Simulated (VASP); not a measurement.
A run of VASP 6.6.1:

File INCAR:

```
PREC = Accurate ; ENCUT = 520
EDIFF = 1E-7 ; ISMEAR = 0
SIGMA = 0.02 ; LREAL = False
LASPH = True ; NELM = 60
ALGO = Normal ; ISIF = 2
LWAVE = False ; LCHARG = False
GGA = PE ; NBANDS = 35
```

Contents of KPOINTS:

```
regular mesh
0
Gamma
  12 12 2
```

The input POSCAR:

```
WS2
1.0
    3.1877223376      0.0000000029      0.0000000000
   -1.5938611713      2.7606485232      0.0000000000
    0.0000000000      0.0000000000     14.8337139492
W S
2 4
Direct
    0.3333333333      0.6666666667      0.2500000000
    0.6666666667      0.3333333333      0.7500000000
    0.3333333333      0.6666666667      0.6440762217
    0.6666666667      0.3333333333      0.1440762217
    0.3333333333      0.6666666667      0.8559237783
    0.6666666667      0.3333333333      0.3559237783
```

Potentials or basis: VASP PAW PBE potentials, release 64 (W_sv, S).

The run is started by

```bash
$ cat potpaw_PBE.64/W_sv/POTCAR potpaw_PBE.64/S/POTCAR > POTCAR
$ mpirun -np 1 vasp_std > vasp.out
```

Hardware: 1 thread of Intel Xeon 8259CL, on a shared host.

Question: Estimate the wall time of this run.

Answer: Run time: 5.1 min on 1 thread of Intel Xeon 8259CL (shared host), peak memory 0.32 GiB. Counts: scf iterations 17, k points 38.
